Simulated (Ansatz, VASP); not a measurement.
La2Zr3O: VASP beside Ansatz

```
CELL_PARAMETERS angstrom
5.44645 0.00000 0.00000
-2.72323 4.71677 0.00000
0.00000 0.00000 6.26910
ATOMIC_POSITIONS crystal
La 0.33333 0.66667 0.00000
La 0.66667 0.33333 0.00000
Zr 0.50000 0.00000 0.50000
Zr 0.50000 0.50000 0.50000
Zr 0.00000 0.50000 0.50000
O 0.00000 0.00000 0.00000
```

Change from the starting cell: species swapped into the YCo3B2 type (P6/mmm, No. 191).

Alike in both runs: functional PBE; k mesh 12 × 12 × 6; occupations gaussian, width 0.1 eV; no spin polarisation.

Ansatz relaxed the structure, and its values are those at the end. VASP's run is a single point on that final structure, the one shown.

|  | VASP | Ansatz |
| --- | --- | --- |
| version | VASP 6.6.1 | Ansatz 0.2.0 |
| potentials or method | VASP PAW PBE potentials, release 64 (La, Zr_sv, O), cutoff 520 eV | scalar-relativistic, plane waves, PAW |
| valence electrons in the cell | 64 | 64 |

```tsv
	VASP	Ansatz	Ansatz less VASP
gap on the k mesh at the Fermi level (eV)	none	none	-
pressure (GPa)	0.0	0.0	-0.02
```

A gap of «none» marks a metal or a gap that the smearing closes.

Neither program's run includes spin-orbit coupling.
